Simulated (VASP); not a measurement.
# C in VASP: further runs

C is run at these levels: PBEsol; tasks: single point.

Program: VASP 6.6.1. These are calculated values, not measurements. Logs are shortened: lines on timing, memory, paths and dates and some standing lists are left out, and cuts for length are marked.

## (1) The cell of the first run

The typed cell holds 2 atoms: a = 2.522 Å, b = 2.522 Å, c = 2.522 Å, α = 60.00°, β = 60.00°, γ = 60.00°.

## (2) Single point, PBEsol

File INCAR:

```
PREC     = Accurate       # precision mode
ENCUT    = 600            # plane-wave cutoff, eV
EDIFF    = 1E-6           # SCF threshold, eV
ISMEAR   = -1             # smearing method
SIGMA    = 0.1            # smearing width, eV
LREAL    = False          # projectors in reciprocal space
LASPH    = True           # aspherical terms in the spheres
NELM     = 120            # most SCF steps
ALGO     = Normal         # electronic algorithm
ISIF     = 2              # what is computed and relaxed
LWAVE    = False          # write WAVECAR
LCHARG   = True           # write CHGCAR
GGA      = PS             # functional
LELF     = True           # ELF
LVHAR    = True         
NBANDS   = 11             # bands
GGA_COMPAT= False
```

File KPOINTS:

```
Automatic mesh
0
Gamma
  5 5 5
```

File POSCAR:

```
C
1.0
    0.0000000000      1.7833700000      1.7833700000
    1.7833700000      0.0000000000      1.7833700000
    1.7833700000      1.7833700000      0.0000000000
C
2
Direct
    0.0063163860     -0.0026302468     -0.0011186086
    0.2436836140      0.2526302468      0.2511186086
```

Potentials or basis: VASP PAW PBE potentials, release 64 (C).

Launch:

```sh
> cat potpaw_PBE.64/C/POTCAR > POTCAR
> mpirun -np 1 vasp_std > vasp.out
```

OUTCAR:

```text
PREC = Accurate
   ENCUT = 600
   EDIFF = 1E-6
   ISMEAR = -1
   LREAL = False
   LASPH = True
   NELM = 120
   ISIF = 2
   GGA = PS

 ion  position               nearest neighbor table
   1  0.006  0.997  0.999-   2 1.53   2 1.53   2 1.54   2 1.57
   2  0.244  0.253  0.251-   1 1.53   1 1.53   1 1.54   1 1.57

  LATTYP: Found a face centered cubic cell.
 ALAT       =     3.5667400000

  Lattice vectors:

 A1 = (   0.0000000000,   1.7833700000,   1.7833700000)
 A2 = (   1.7833700000,   0.0000000000,   1.7833700000)
 A3 = (   1.7833700000,   1.7833700000,   0.0000000000)

Analysis of symmetry for initial positions (statically):
=====================================================================
 Subroutine PRICEL returns:
 Original cell was already a primitive cell.

 Routine SETGRP: Setting up the symmetry group for a
 face centered cubic supercell.

 Subroutine GETGRP returns: Found  2 space group operations
 (whereof  1 operations were pure point group operations)
 out of a pool of 48 trial point group operations.

The static configuration has the point symmetry C_1 .
 The point group associated with its full space group is S_2 .

Analysis of symmetry for dynamics (positions and initial velocities):
=====================================================================
 Subroutine PRICEL returns:
 Original cell was already a primitive cell.

 Routine SETGRP: Setting up the symmetry group for a
 face centered cubic supercell.

 Subroutine GETGRP returns: Found  2 space group operations
 (whereof  1 operations were pure point group operations)
 out of a pool of 48 trial point group operations.

The dynamic configuration has the point symmetry C_1 .
 The point group associated with its full space group is S_2 .

 Subroutine INISYM returns: Found  2 space group operations
 (whereof  1 operations are pure point group operations),
 and found     1 'primitive' translations

----------------------------------------------------------------------------------------

                                     Primitive cell

  volume of cell :      11.3437

  direct lattice vectors                    reciprocal lattice vectors
     0.000000000  1.783370000  1.783370000    -0.280368067  0.280368067  0.280368067
     1.783370000  0.000000000  1.783370000     0.280368067 -0.280368067  0.280368067
     1.783370000  1.783370000  0.000000000     0.280368067  0.280368067 -0.280368067

[... 83 lines left out ...]
   EDIFF  = 0.1E-05   stopping-criterion for ELM
   LREAL  =      F    real-space projection
   EDIFFG = 0.1E-04   stopping-criterion for IOM
   NSW    =      0    number of steps for IOM
   IBRION =     -1    ionic relax: 0-MD 1-quasi-New 2-CG
   NFREE  =      0    steps in history (QN), initial steepest desc. (CG)
   ISIF   =      2    stress and relaxation
   ISYM   =      2    0-nonsym 1-usesym 2-fastsym
   POTIM  = 0.5000    time-step for ionic-motion
   TEBEG  =    0.0;   TEEND  =   0.0 temperature during run
   PSTRESS=    0.0 pullay stress
   NELECT =       8.0000    total number of electrons
   NUPDOWN=      -1.0000    fix difference up-down
   EMIN   =  10.00;   EMAX   =-10.00  energy-range for DOS
   EFERMI =   0.00;   METHOD = LEGACY
   ISMEAR =    -1;   SIGMA  =   0.10  broadening in eV -4-tet -1-fermi 0-gaus
   EFERMI_NEDOS =   21; number of points for ismear=-14 and -15
   IALGO  =     38    algorithm
   IMIX   =      4    mixing-type and parameters
     AMIX     =   0.40;   BMIX     =  1.00
     AMIX_MAG =   1.60;   BMIX_MAG =  1.00
  volume/ion in A,a.u.               =       5.67        38.28
  Fermi-wavevector in a.u.,A,eV,Ry     =   1.457203  2.753714 28.891161  2.123440
  Thomas-Fermi vector in A             =   2.574032
   LORBIT       =      0    0 simple, 1 ext, 2 COOP (PROOUT), +10 PAW based schemes
   GGA     = PS    functional components
   LHFCALC =     F    Hartree Fock is set to
   AEXX    =    0.0000 exact exchange contribution
   IVDW    =     0    specifies the selected vdW correction
   LEPSILON=     F    determine dielectric tensor
   LRPA    =     F    only Hartree local field effects (RPA)
 non-spin polarized calculation
  energy-cutoff  :      600.00
  volume of cell :       11.34
 maximum number of plane-waves:       384
   NGX =  9   NGY =  9   NGZ =  9

 number of electron       7.9999999 magnetization

 Free energy of the ion-electron system (eV)
  ---------------------------------------------------
  ext. energy  EPLUGINS =         0.00000000
  ---------------------------------------------------
  free energy    TOTEN  =       -19.20533166 eV

  energy without entropy =      -19.20533166  energy(sigma->0) =      -19.20533166

 E-fermi :  11.8769     XC(G=0): -13.4292

 val. band max:       10.1834213971   @ k =   0.0000   0.0000   0.0000
 cond. band min:      13.7381932943   @ k =   0.4000   0.4000   0.0000
 fundamental gap:      3.5547718972
 Fermi energy:        11.8768746029

 k-point     1 :       0.0000    0.0000    0.0000
  band No.  band energies     occupation
      1     -11.8083      2.00000
      2       9.4375      2.00000
      3       9.5450      2.00000
      4      10.1834      2.00000
      5      14.8548      0.00000
      6      15.4047      0.00000
      7      15.5021      0.00000
      8      23.0836      0.00000
      9      28.6651      0.00000
     10      36.1791      0.00000
     11      36.1801      0.00000
[... 309 lines left out ...]
 k-point    24 :       0.4000    0.0000    0.2000
  band No.  band energies     occupation
      1      -7.8354      2.00000
      2       1.0300      2.00000
      3       4.9298      2.00000
      4       5.1916      2.00000
      5      15.6604      0.00000
      6      20.7492      0.00000
      7      21.4698      0.00000
      8      21.5422      0.00000
      9      30.7262      0.00000
     10      31.9871      0.00000
     11      37.8982      0.00000

 [... further k-points ...]
[... 5 lines left out ...]
  --------------------------------------------------------------------------------------
  -------------------------------------------------------------------------------------
  Total       -0.2752767     -0.2782953     -0.2751682      0.0316099     -0.0325745      0.0534404
  in kB      -38.8799536    -39.3062904    -38.8646279      4.4645606     -4.6008046      7.5479009
  external PRESSURE =     -39.0169573 kB  Pullay stress =       0.0000000 kB

 VOLUME and BASIS-vectors are now :
 -----------------------------------------------------------------------------
  energy-cutoff  :      600.00
  volume of cell :       11.34
      direct lattice vectors                 reciprocal lattice vectors
     0.000000000  1.783370000  1.783370000    -0.280368067  0.280368067  0.280368067
     1.783370000  0.000000000  1.783370000     0.280368067 -0.280368067  0.280368067
     1.783370000  1.783370000  0.000000000     0.280368067  0.280368067 -0.280368067

 POSITION                                       TOTAL-FORCE (eV/Angst)
 -----------------------------------------------------------------------------------
      3.56005      1.79264      1.78994         0.473329     -0.675687     -0.464418
      0.89837      0.88242      0.88511        -0.473329      0.675687      0.464418
 -----------------------------------------------------------------------------------
    total drift:                                0.000000     -0.000000     -0.000000

  FREE ENERGIE OF THE ION-ELECTRON SYSTEM (eV)
  ---------------------------------------------------
  free  energy   TOTEN  =       -19.2053316642 eV

  energy  without entropy=      -19.2053316614  energy(sigma->0) =      -19.20533166
```

stdout:

```text
POSCAR found type information on POSCAR C
 POSCAR found :  1 types and       2 ions
 scaLAPACK will be used
 -----------------------------------------------------------------------------
|                                                                             |
|                                                                             |
|     You enforced a specific xc type in the INCAR file but a different       |
|     I HOPE YOU KNOW WHAT YOU ARE DOING!                                     |
|                                                                             |
 -----------------------------------------------------------------------------

 LDA part: xc-table for (Slater+PW92), standard interpolation
 POSCAR, INCAR and KPOINTS ok, starting setup
 FFT: planning ... GRIDC
 FFT: planning ... GRID_SOFT
 FFT: planning ... GRID
 WAVECAR not read
 entering main loop
```

It took 5.8 s on 1 thread of Intel Xeon 6975P-C, shared host; peak memory 0.12 GiB.

Results:

```yaml
Free_energy: -19.2053 eV
Pressure: -3.9 GPa
Largest_force: 0.947 eV/Å
Band_gap_on_the_k_mesh: 3.55 eV, indirect (least direct gap 4.67 eV)
```

Forces on the atoms (eV/Å):
```
C    0.473 -0.676 -0.464
C   -0.473  0.676  0.464
```

Levels at points of the mesh, in eV from the valence-band top:
```tsv
k point	band 1	band 2	band 3	band 4	band 5	band 6	band 7	band 8
(0.00, 0.00, 0.00)	-21.99	-0.75	-0.64	0.00	4.67	5.22	5.32	12.90
```

Caveat: the k points lie up to 0.61 Å⁻¹ apart; the PAW data sets were made with another functional, which shifts forces and pressure a little.

## (3) Single point, PBEsol

File INCAR:

```
SYSTEM = C
PREC = Accurate
ENCUT = 600
EDIFF = 1E-6
ISMEAR = -1
SIGMA = 0.1
LREAL = .FALSE.
LASPH = .TRUE.
NELM = 120
ALGO = Normal
ISIF = 2
LWAVE = .FALSE.
LCHARG = .FALSE.
GGA = PS
NBANDS = 11
GGA_COMPAT = .FALSE.
```

File KPOINTS:

```
Automatic mesh
0
G
  5 5 5
  0 0 0
```

File POSCAR:

```
C
1.0
    0.0000000000      1.7833700000      1.7833700000
    1.7833700000      0.0000000000      1.7833700000
    1.7833700000      1.7833700000      0.0000000000
C
2
Direct
   -0.0025348960      0.0030203659     -0.0037481875
    0.2525348960      0.2469796341      0.2537481875
```

Potentials or basis: VASP PAW PBE potentials, release 64 (C).

Launch:

```sh
> cat potpaw_PBE.64/C/POTCAR > POTCAR
> mpirun -np 1 vasp_std > vasp.out
```

Wall time 6.7 s (1 thread of Intel Xeon 6975P-C, shared host); peak memory 0.12 GiB.

Results (log left out):

```yaml
Free_energy: -19.2084 eV
Pressure: -4.0 GPa
Largest_force: 0.852 eV/Å
Band_gap_on_the_k_mesh: 3.68 eV, indirect (least direct gap 4.89 eV)
```

Forces in eV/Å, atoms in the order of the input:
```
C    0.102  0.843 -0.072
C   -0.102 -0.843  0.072
```

Stress tensor (GPa, compression positive):
```
-3.91  0.12 -1.07
 0.12 -4.04 -0.15
-1.07 -0.15 -3.91
```

Levels at points of the mesh, in eV from the valence-band top:
```tsv
k point	band 1	band 2	band 3	band 4	band 5	band 6	band 7	band 8
(0.00, 0.00, 0.00)	-21.87	-0.69	-0.33	0.00	4.89	5.18	5.50	13.02
```

Caveat: the k points lie up to 0.61 Å⁻¹ apart; the PAW data sets were made with another functional, which shifts forces and pressure a little. A k mesh can miss the band edges.

## (4) Single point, PBEsol

File INCAR:

```
SYSTEM = C
PREC = Accurate
ENCUT = 600
EDIFF = 1E-6
ISMEAR = -1
SIGMA = 0.1
LREAL = .False.
LASPH = .True.
NELM = 120
ALGO = Normal
ISIF = 2
LWAVE = .False.
LCHARG = .False.
GGA = PS
NBANDS = 11
GGA_COMPAT = .False.
```

File KPOINTS:

```
regular mesh
0
Gamma
  5 5 5
  0 0 0
```

File POSCAR:

```
C
1.0
    0.0000000000      1.7833700000      1.7833700000
    1.7833700000      0.0000000000      1.7833700000
    1.7833700000      1.7833700000      0.0000000000
C
2
Direct
   -0.0107881151      0.0079436070     -0.0054670494
    0.2607881151      0.2420563930      0.2554670494
```

Launch:

```sh
> cat potpaw_PBE.64/C/POTCAR > POTCAR
> mpirun -np 1 vasp_std > vasp.out
```

Run time: 4.8 s. Hardware: 1 thread of Intel Xeon 6975P-C, shared host; peak memory 0.12 GiB.

The run converged. Its results:

| Quantity | Value |
| --- | --- |
| Free energy | -19.1510 eV |
| Pressure | -2.9 GPa |
| Largest force | 2.259 eV/Å |
| Band gap on the k mesh | 3.07 eV, indirect (least direct gap 3.88 eV) |

Forces on the atoms (eV/Å):
```
C   -0.405  2.177  0.445
C    0.405 -2.177 -0.445
```

Stress tensor (GPa, compression positive):
```
-2.59 -0.86 -2.83
-0.86 -3.44  0.85
-2.83  0.85 -2.60
```

Levels at points of the mesh, in eV from the valence-band top:
| k point | band 1 | band 2 | band 3 | band 4 | band 5 | band 6 | band 7 | band 8 | band 9 |
| --- | --- | --- | --- | --- | --- | --- | --- | --- | --- |
| (0.00, 0.00, 0.00) | -22.42 | -1.82 | -0.80 | 0.00 | 3.88 | 4.55 | 5.49 | 12.46 | 18.04 |

Caveat: the k points lie up to 0.61 Å⁻¹ apart; the PAW data sets were made with another functional, which shifts forces and pressure a little. A k mesh can miss the band edges.

(Part 1 of 2 ends here.)
